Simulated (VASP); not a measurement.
Here is a VASP 6.6.1 calculation.

INCAR

```
SYSTEM = CuO
PREC = Accurate
ENCUT = 520
EDIFF = 1E-7
ISMEAR = -1
SIGMA = 0.05
LREAL = .FALSE.
LASPH = .TRUE.
NELM = 100
ALGO = Normal
ISIF = 2
LWAVE = .FALSE.
LCHARG = .FALSE.
GGA = PE
NBANDS = 16
```

KPOINTS

```
regular mesh
0
G
  19 19 19
  0 0 0
```

Contents of POSCAR:

```
CuO
1.0
    0.0000000000      2.1165600000      2.1165600000
    2.1165600000      0.0000000000      2.1165600000
    2.1165600000      2.1165600000      0.0000000000
Cu O
1 1
Direct
    0.0294977200      0.0281008700      0.9080259900
    0.4705022800      0.4718991300      0.5919740100
```

Potentials or basis: VASP PAW PBE potentials, release 64 (Cu, O).

Launch:

```sh
$ cat potpaw_PBE.64/Cu/POTCAR potpaw_PBE.64/O/POTCAR > POTCAR
$ mpirun -np 1 vasp_std > vasp.out
```

(1) What does it give for the pressure?

(2) Predict the largest force.

## Answers

(1) 19.2 GPa.

(2) 1.030 eV/Å.

Caveat: an odd number of electrons without spin polarisation forces a metal; a magnetic or distorted state may lie lower.
